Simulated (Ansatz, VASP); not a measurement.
# One calculation of Ga2PN, two programs

```
Ga P N
1.0
    -2.52320    2.52320    4.94980
     2.52320   -2.52320    4.94980
     2.52320    2.52320   -4.94980
Ga P N
4 2 2
Direct
  0.56734 0.62500 0.44234
  0.18266 0.12500 0.55766
  0.87500 0.43266 0.05766
  0.37500 0.81734 0.94234
  0.00000 0.00000 0.00000
  0.75000 0.25000 0.50000
  0.50000 0.50000 0.00000
  0.25000 0.75000 0.50000
```

Alike in both runs: functional PBE; k mesh 8 × 8 × 8; no spin polarisation.

Ansatz relaxed the structure, and its values are those at the end. VASP's run is a single point on that final structure, the one shown.

```csv
,VASP,Ansatz
version,VASP 6.6.1,Ansatz 0.2.0
potentials or method,"VASP PAW PBE potentials, release 64 (Ga_d, P, N), cutoff 520 eV","scalar-relativistic, plane waves, PAW"
occupations,"gaussian, width 0.01 eV",fixed
valence electrons in the cell,72,72
```

|  | VASP | Ansatz | Ansatz less VASP |
| --- | --- | --- | --- |
| gap on the k mesh at the Fermi level (eV) | 1.13 | 1.13 | 0.000 |
| least direct gap on the mesh (eV) | 1.13 | 1.13 | 0.000 |
| pressure (GPa) | 0.0 | 0.0 | -0.03 |
| rms of the force components (eV/Å) | 0.010 | 0.000 | -0.0098 |
